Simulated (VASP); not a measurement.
# Os (P6_3/mmc) in VASP: further runs

Runs on Os. Level: r2SCAN. Tasks: single point.

All numbers are computed with VASP 6.6.1; they aren't measurements. Logs are shortened: lines on timing, memory, paths and dates and some standing lists are left out, and cuts for length are marked.

## (1) The cell of the first run

The structure is hexagonal, space group P6_3/mmc (No. 194). Conventional cell: a = 2.739 Å, b = 2.739 Å, c = 4.314 Å, α = 90.00°, β = 90.00°, γ = 120.00°. Os (site symmetry -6m2) has 12 Os at 2.67 to 2.74 Å within 3.5 Å.

## (2) Single point, r2SCAN

Contents of POSCAR:

```
Os
1.0
    2.7393806551      0.0000000000      0.0000000000
   -1.3696903275      2.3723732379      0.0000000000
    0.0000000000      0.0000000000      4.3138178725
Os
2
Direct
    0.3333333333      0.6666666667      0.2500000000
    0.6666666667      0.3333333333      0.7500000000
```

Contents of INCAR.step1:

```
SYSTEM = Os
PREC     = Accurate       ! precision mode
ENCUT    = 520            ! plane-wave cutoff, eV
ISMEAR   = 1              ! smearing method
SIGMA    = 0.03           ! smearing width, eV
LREAL    = .FALSE.        ! projectors in reciprocal space
LASPH    = .TRUE.         ! aspherical terms in the spheres
NELM     = 100            ! most SCF steps
NBANDS   = 15             ! bands
GGA      = PE             ! functional
ALGO     = Normal         ! electronic algorithm
EDIFF    = 1E-4           ! SCF threshold, eV
LWAVE    = .TRUE.         ! write WAVECAR
LCHARG   = .FALSE.        ! write CHGCAR
```

Contents of INCAR.step2:

```
SYSTEM = Os
PREC     = Accurate       ! precision mode
ENCUT    = 520            ! plane-wave cutoff, eV
EDIFF    = 1E-6           ! SCF threshold, eV
ISMEAR   = 1              ! smearing method
SIGMA    = 0.03           ! smearing width, eV
LREAL    = .FALSE.        ! projectors in reciprocal space
LASPH    = .TRUE.         ! aspherical terms in the spheres
NELM     = 100            ! most SCF steps
ALGO     = Normal         ! electronic algorithm
ISIF     = 2              ! what is computed and relaxed
LWAVE    = .FALSE.        ! write WAVECAR
LCHARG   = .FALSE.        ! write CHGCAR
METAGGA  = R2SCAN         ! meta-GGA
LMIXTAU  = .TRUE.       
NBANDS   = 15             ! bands
ISTART   = 1
```

Contents of KPOINTS:

```
regular mesh
0
G
  13 13 7
  0 0 0
```

Potentials or basis: VASP PAW PBE potentials, release 64 (Os).

The run is started by

```console
> cat potpaw_PBE.64/Os/POTCAR > POTCAR
> cp INCAR.step1 INCAR
> mpirun -np 1 vasp_std > vasp.out
> cp INCAR.step2 INCAR
> mpirun -np 1 vasp_std > vasp.out
```

OUTCAR:

```text
SYSTEM = Os
   PREC = Accurate
   ENCUT = 520
   EDIFF = 1E-6
   ISMEAR = 1
   LREAL = .FALSE.
   LASPH = .TRUE.
   NELM = 100
   ISIF = 2
   METAGGA = R2SCAN
   ISTART = 1

 ion  position               nearest neighbor table
   1  0.333  0.667  0.250-   2 2.67   2 2.67   2 2.67   2 2.67   2 2.67   2 2.67
   2  0.667  0.333  0.750-   1 2.67   1 2.67   1 2.67   1 2.67   1 2.67   1 2.67

  LATTYP: Found a hexagonal cell.
 ALAT       =     2.7393806551
 C/A-ratio  =     1.5747420368

  Lattice vectors:

 A1 = (   2.7393806551,   0.0000000000,   0.0000000000)
 A2 = (  -1.3696903275,   2.3723732379,   0.0000000000)
 A3 = (   0.0000000000,   0.0000000000,   4.3138178725)

Analysis of symmetry for initial positions (statically):
=====================================================================
 Subroutine PRICEL returns:
 Original cell was already a primitive cell.

 Routine SETGRP: Setting up the symmetry group for a
 hexagonal supercell.

 Subroutine GETGRP returns: Found 24 space group operations
 (whereof 12 operations were pure point group operations)
 out of a pool of 24 trial point group operations.

The static configuration has the point symmetry D_3d.
 The point group associated with its full space group is D_6h.

Analysis of symmetry for dynamics (positions and initial velocities):
=====================================================================
 Subroutine PRICEL returns:
 Original cell was already a primitive cell.

 Routine SETGRP: Setting up the symmetry group for a
 hexagonal supercell.

 Subroutine GETGRP returns: Found 24 space group operations
 (whereof 12 operations were pure point group operations)
 out of a pool of 24 trial point group operations.

The dynamic configuration has the point symmetry D_3d.
 The point group associated with its full space group is D_6h.

 Subroutine INISYM returns: Found 24 space group operations
 (whereof 12 operations are pure point group operations),
 and found     1 'primitive' translations

----------------------------------------------------------------------------------------

                                     Primitive cell

  volume of cell :      28.0348

  direct lattice vectors                    reciprocal lattice vectors
     2.739380655  0.000000000  0.000000000     0.365046018  0.210759417  0.000000000
    -1.369690328  2.372373238  0.000000000     0.000000000  0.421518834  0.000000000
     0.000000000  0.000000000  4.313817872     0.000000000  0.000000000  0.231813217

  length of vectors
     2.739380655  2.739380655  4.313817872     0.421518834  0.421518834  0.231813217

  position of ions in fractional coordinates (direct lattice)
     0.333333333  0.666666667  0.250000000
     0.666666667  0.333333333  0.750000000

  ion indices of the primitive-cell ions
   primitive index   ion index
                 1           1
                 2           2

----------------------------------------------------------------------------------------

 KPOINTS: regular mesh

Automatic generation of k-mesh.
 Grid dimensions read from file:
 generate k-points for:   13   13    7

 Generating k-lattice:

  Cartesian coordinates                     Fractional coordinates (reciprocal lattice)
     0.028080463  0.016212263  0.000000000     0.076923077 -0.000000000  0.000000000
     0.000000000  0.032424526  0.000000000     0.000000000  0.076923077  0.000000000
     0.000000000  0.000000000  0.033116174     0.000000000  0.000000000  0.142857143

  Length of vectors
     0.032424526  0.032424526  0.033116174

  Shift w.r.t. Gamma in fractional coordinates (k-lattice)
     0.000000000  0.000000000  0.000000000

 Subroutine IBZKPT returns following result:
 ===========================================

 Found     84 irreducible k-points:

 Following reciprocal coordinates:
            Coordinates               Weight
  0.000000  0.000000  0.000000      1.000000
  0.076923 -0.000000  0.000000      6.000000
  0.153846  0.000000  0.000000      6.000000
  0.230769  0.000000  0.000000      6.000000
  0.307692  0.000000  0.000000      6.000000
  0.384615 -0.000000  0.000000      6.000000
[... 16 lines left out ...]
  0.076923 -0.000000  0.142857     12.000000
  0.153846  0.000000  0.142857     12.000000
 [... further k-points ...]
   k-points           NKPTS =     84   k-points in BZ     NKDIM =     84   number of bands    NBANDS=     15
   number of dos      NEDOS =    301   number of ions     NIONS =      2
   total plane-waves  NPLWV =  12800
   dimension x,y,z NGX =    20 NGY =   20 NGZ =   32
   dimension x,y,z NGXF=    40 NGYF=   40 NGZF=   64
   ions per type =               2
   NGX,Y,Z   is equivalent  to a cutoff of  12.14, 12.14, 12.33 a.u.
   NGXF,Y,Z  is equivalent  to a cutoff of  24.27, 24.27, 24.66 a.u.
 SYSTEM =  Os
   PREC   = accura    normal or accurate (medium, high low for compatibility)
   ISTART =      1    job   : 0-new  1-cont  2-samecut
   ICHARG =      0    charge: 1-file 2-atom 10-const
   ISPIN  =      1    spin polarized calculation?
   LNONCOLLINEAR =      F non collinear calculations
   LSORBIT =      F    spin-orbit coupling
   LASPH  =      T    aspherical Exc in radial PAW
   ENCUT  =  520.0 eV  38.22 Ry    6.18 a.u.   5.09  5.09  8.02*2*pi/ulx,y,z
   NELM   =    100;   NELMIN=  2; NELMDL=  0     # of ELM steps
   EDIFF  = 0.1E-05   stopping-criterion for ELM
   LREAL  =      F    real-space projection
   EDIFFG = 0.1E-04   stopping-criterion for IOM
   NSW    =      0    number of steps for IOM
   IBRION =     -1    ionic relax: 0-MD 1-quasi-New 2-CG
   NFREE  =      0    steps in history (QN), initial steepest desc. (CG)
   ISIF   =      2    stress and relaxation
   ISYM   =      2    0-nonsym 1-usesym 2-fastsym
   POTIM  = 0.5000    time-step for ionic-motion
   TEBEG  =    0.0;   TEEND  =   0.0 temperature during run
   PSTRESS=    0.0 pullay stress
   NELECT =      16.0000    total number of electrons
   NUPDOWN=      -1.0000    fix difference up-down
   EMIN   =  10.00;   EMAX   =-10.00  energy-range for DOS
   EFERMI =   0.00;   METHOD = LEGACY
   ISMEAR =     1;   SIGMA  =   0.03  broadening in eV -4-tet -1-fermi 0-gaus
   EFERMI_NEDOS =   21; number of points for ismear=-14 and -15
   IALGO  =     38    algorithm
   IMIX   =      4    mixing-type and parameters
     AMIX     =   0.40;   BMIX     =  1.00
     AMIX_MAG =   1.60;   BMIX_MAG =  1.00
  volume/ion in A,a.u.               =      14.02        94.59
  Fermi-wavevector in a.u.,A,eV,Ry     =   1.357946  2.566145 25.089370  1.844017
  Thomas-Fermi vector in A             =   2.484821
   LORBIT       =      0    0 simple, 1 ext, 2 COOP (PROOUT), +10 PAW based schemes
   METAGGA = R2SCAN    functional components
   LHFCALC =     F    Hartree Fock is set to
   AEXX    =    0.0000 exact exchange contribution
   IVDW    =     0    specifies the selected vdW correction
   LEPSILON=     F    determine dielectric tensor
   LRPA    =     F    only Hartree local field effects (RPA)
 non-spin polarized calculation
 Methfessel and Paxton  Order N= 1 SIGMA  =   0.03
  energy-cutoff  :      520.00
  volume of cell :       28.03
 maximum number of plane-waves:       769
   NGX = 11   NGY = 11   NGZ = 17

 number of electron      15.9999999 magnetization

 Free energy of the ion-electron system (eV)
  ---------------------------------------------------
  ext. energy  EPLUGINS =         0.00000000
  ---------------------------------------------------
  free energy    TOTEN  =      -106.00816624 eV

  energy without entropy =     -106.00793676  energy(sigma->0) =     -106.00808975

 E-fermi :   9.2769     XC(G=0): -15.3747

 val. band max:        9.2754012660   @ k =   0.2308   0.0000   0.2857
 cond. band min:       9.2805107511   @ k =   0.0000   0.0000   0.0000
 fundamental gap:      0.0051094851
 Fermi energy:         9.2768877481

 k-point     1 :       0.0000    0.0000    0.0000
  band No.  band energies     occupation
      1      -2.1830      2.00000
      2       1.1192      2.00000
      3       6.0639      2.00000
      4       6.0639      2.00000
      5       6.3764      2.00000
      6       6.9387      2.00000
      7       6.9387      2.00000
      8       7.5683      2.00000
      9       7.5683      2.00000
     10       9.2805      0.79724
     11      10.9789      0.00000
     12      10.9789      0.00000
     13      18.8198      0.00000
     14      23.9969      0.00000
     15      26.8568      0.00000

 k-point     2 :       0.0769   -0.0000    0.0000
  band No.  band energies     occupation
      1      -1.9339      2.00000
      2       1.3380      2.00000
      3       5.6035      2.00000
      4       6.2824      2.00000
      5       6.7362      2.00000
      6       6.8298      2.00000
      7       7.1421      2.00000
      8       7.2449      2.00000
      9       7.3951      2.00000
     10       8.3284      2.00000
     11      11.0985      0.00000
     12      12.3241      0.00000
     13      18.7990      0.00000
     14      24.5019      0.00000
     15      27.1732      0.00000

 k-point     3 :       0.1538    0.0000    0.0000
  band No.  band energies     occupation
      1      -1.2271      2.00000
      2       1.9004      2.00000
      3       4.9882      2.00000
      4       6.0729      2.00000
      5       6.4087      2.00000
      6       6.9211      2.00000
      7       6.9760      2.00000
      8       7.4043      2.00000
      9       7.6699      2.00000
     10       7.7329      2.00000
     11      11.3667      0.00000
     12      14.3900      0.00000
     13      18.6807      0.00000
     14      25.6245      0.00000
     15      27.7303      0.00000
[... 343 lines left out ...]
 k-point    23 :       0.0769   -0.0000    0.1429
  band No.  band energies     occupation
      1      -1.6741      2.00000
      2       1.3795      2.00000
      3       5.5690      2.00000
      4       6.0867      2.00000
      5       6.3479      2.00000
      6       6.4609      2.00000
      7       6.9535      2.00000
      8       7.7120      2.00000
      9       7.8492      2.00000
     10       8.0966      2.00000
     11      11.1027      0.00000
     12      11.9203      0.00000
     13      20.0036      0.00000
     14      24.0274      0.00000
     15      27.4265      0.00000

 k-point    24 :       0.1538    0.0000    0.1429
  band No.  band energies     occupation
      1      -0.9878      2.00000
      2       1.9668      2.00000
      3       5.0221      2.00000
      4       5.5491      2.00000
      5       6.2504      2.00000
      6       6.4911      2.00000
      7       7.2387      2.00000
      8       7.4153      2.00000
      9       7.7988      2.00000
     10       8.1349      2.00000
     11      11.3165      0.00000
     12      13.5359      0.00000
     13      19.9870      0.00000
     14      25.2491      0.00000
     15      27.4444      0.00000

 [... further k-points ...]

------------------------ aborting loop because EDIFF is reached ----------------------------------------

  FORCE on cell =-STRESS in cart. coord.  units (eV):
  Direction    XX          YY          ZZ          XY          YZ          ZX
  --------------------------------------------------------------------------------------
  -------------------------------------------------------------------------------------
  Total        0.1611916      0.1611916      0.0903196      0.0000000      0.0000000     -0.0000000
  in kB        9.2120393      9.2120393      5.1617324      0.0000000      0.0000000     -0.0000000
  external PRESSURE =       7.8619370 kB  Pullay stress =       0.0000000 kB

 VOLUME and BASIS-vectors are now :
 -----------------------------------------------------------------------------
  energy-cutoff  :      520.00
  volume of cell :       28.03
      direct lattice vectors                 reciprocal lattice vectors
     2.739380655  0.000000000  0.000000000     0.365046018  0.210759417  0.000000000
    -1.369690328  2.372373238  0.000000000     0.000000000  0.421518834  0.000000000
     0.000000000  0.000000000  4.313817872     0.000000000  0.000000000  0.231813217

 POSITION                                       TOTAL-FORCE (eV/Angst)
 -----------------------------------------------------------------------------------
     -0.00000      1.58158      1.07845        -0.000000      0.000000      0.000000
      1.36969      0.79079      3.23536         0.000000     -0.000000      0.000000
 -----------------------------------------------------------------------------------
    total drift:                                0.000000     -0.000000     -0.000000

  FREE ENERGIE OF THE ION-ELECTRON SYSTEM (eV)
  ---------------------------------------------------
  free  energy   TOTEN  =      -106.0081662432 eV

  energy  without entropy=     -106.0079367630  energy(sigma->0) =     -106.00808975
```

Wall time 67 s (1 thread of Intel Xeon 6975P-C, shared host); peak memory 0.16 GiB.

What came out:

- Free energy: -106.0082 eV
- Pressure: 0.8 GPa
- Band gap on the k mesh: zero (band 8 reaches 11.36 eV, above the bottom of band 9 at 7.40 eV)

Stress tensor (GPa, compression positive):
```
0.92 0.00 0.00
0.00 0.92 0.00
0.00 0.00 0.52
```

Caveat: the PAW data sets were made with another functional, which shifts forces and pressure a little; spin-orbit coupling is left out, which moves the levels of the heavy elements.

(Continued in part 2 of 2.)
